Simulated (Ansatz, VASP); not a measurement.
**Two plane-wave programs on Cd4Se**

```
CELL_PARAMETERS angstrom
4.23953 0.00000 0.00000
0.00000 4.23953 0.00000
0.00000 0.00000 7.84461
ATOMIC_POSITIONS crystal
Cd 0.50000 0.00000 0.78398
Cd 0.00000 0.50000 0.21602
Cd 0.00000 0.00000 0.50000
Cd 0.50000 0.50000 0.50000
Se 0.00000 0.00000 0.00000
```

Alike in both runs: functional PBE; k mesh 8 × 8 × 4; occupations gaussian, width 0.1 eV; no spin polarisation.

Ansatz relaxed the structure, and its values are those at the end. VASP's run is a single point on that final structure, the one shown.

|  | VASP | Ansatz |
| --- | --- | --- |
| version | VASP 6.6.1 | Ansatz 0.2.0 |
| potentials or method | VASP PAW PBE potentials, release 64 (Cd, Se), cutoff 520 eV | scalar-relativistic, plane waves, PAW |
| valence electrons in the cell | 54 | 96 |

Ansatz gave:

| Item | Value |
| --- | --- |
| gap on the k mesh at the Fermi level (eV) | none |
| pressure (GPa) | 0.0 |

Estimate VASP's values.

gap on the k mesh at the Fermi level (eV): none; pressure (GPa): 0.2.

A gap of «none» marks a metal or a gap that the smearing closes. The functional is the same, so the differences come from potentials, cutoffs and numerics. VASP's potentials hold 54 valence electrons a cell and Ansatz's 96, so a difference there can come from the potentials and not from the codes.
